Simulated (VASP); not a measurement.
Write the native input for VASP 6.6.1 that does the following.

| Quantity | Value |
| --- | --- |
| Task | single point |
| Functional | HSE06 |
| Potentials or basis | VASP PAW PBE potentials, release 64 (Pb_d, O) |
| Cutoff | 520 eV |
| k mesh | 4 × 4 × 4 |
| Occupations | gaussian, width 0.001 eV |
| Spin | no spin polarisation |
| Dipole correction | no |
| Grid for exact exchange (PRECFOCK) | Normal |
| Further INCAR settings | ALGO = Normal; EDIFF = 1e-07; NBANDS = 17 |
| Share of exact exchange | 0.25 |
| Screening parameter | 0.2079 1/Å |

PbO:

```
CELL_PARAMETERS angstrom
0.00000 2.79878 2.79878
2.79878 0.00000 2.79878
2.79878 2.79878 0.00000
ATOMIC_POSITIONS crystal
Pb 0.00000 0.00000 0.00000
O 0.25000 0.25000 0.25000
```

The input as run:

POSCAR

```
PbO
1.0
    0.0000000000      2.7987768025      2.7987768025
    2.7987768025      0.0000000000      2.7987768025
    2.7987768025      2.7987768025      0.0000000000
Pb O
1 1
Direct
    0.0000000000      0.0000000000      0.0000000000
    0.2500000000      0.2500000000      0.2500000000
```

INCAR.step1

```
  PREC = Accurate
  ENCUT = 520
  EDIFF = 1E-5
  ISMEAR = 0
  SIGMA = 0.001
  LREAL = F
  LASPH = T
  NELM = 60
  ALGO = Normal
  ISIF = 2
  LWAVE = T
  LCHARG = F
  NBANDS = 17
  GGA = PE
```

INCAR.step2

```
  PREC = Accurate
  ENCUT = 520
  EDIFF = 1E-7
  ISMEAR = 0
  SIGMA = 0.001
  LREAL = F
  LASPH = T
  NELM = 60
  ALGO = Normal
  ISIF = 2
  LWAVE = F
  LCHARG = F
  GGA = PE
  LHFCALC = T
  HFSCREEN = 0.2079
  PRECFOCK = Normal
  NBANDS = 17
  ISTART = 1
```

KPOINTS

```
regular mesh
0
Gamma
  4 4 4
```

Potentials or basis: VASP PAW PBE potentials, release 64 (Pb_d, O).

Launch:

```bash
$ cat potpaw_PBE.64/Pb_d/POTCAR potpaw_PBE.64/O/POTCAR > POTCAR
$ cp INCAR.step1 INCAR
$ mpirun -np 1 vasp_std > vasp.out
$ cp INCAR.step2 INCAR
$ mpirun -np 1 vasp_std > vasp.out
```

It gave:

```json
{
  "Pressure": "0.5 GPa",
  "Band gap on the k mesh": "1.04 eV (least direct gap 1.25 eV)"
}
```

Caveat: the k points lie up to 0.49 Å⁻¹ apart; the structure was generated, so it needn't be the stable form of PbO; the PAW data sets were made with another functional, which shifts forces and pressure a little; spin-orbit coupling is left out, which moves the levels of the heavy elements.

Run time: 7 min on 1 thread of Intel(R) Xeon(R) Platinum 8488C (Sapphire Rapids) (shared host), peak memory 0.27 GiB.
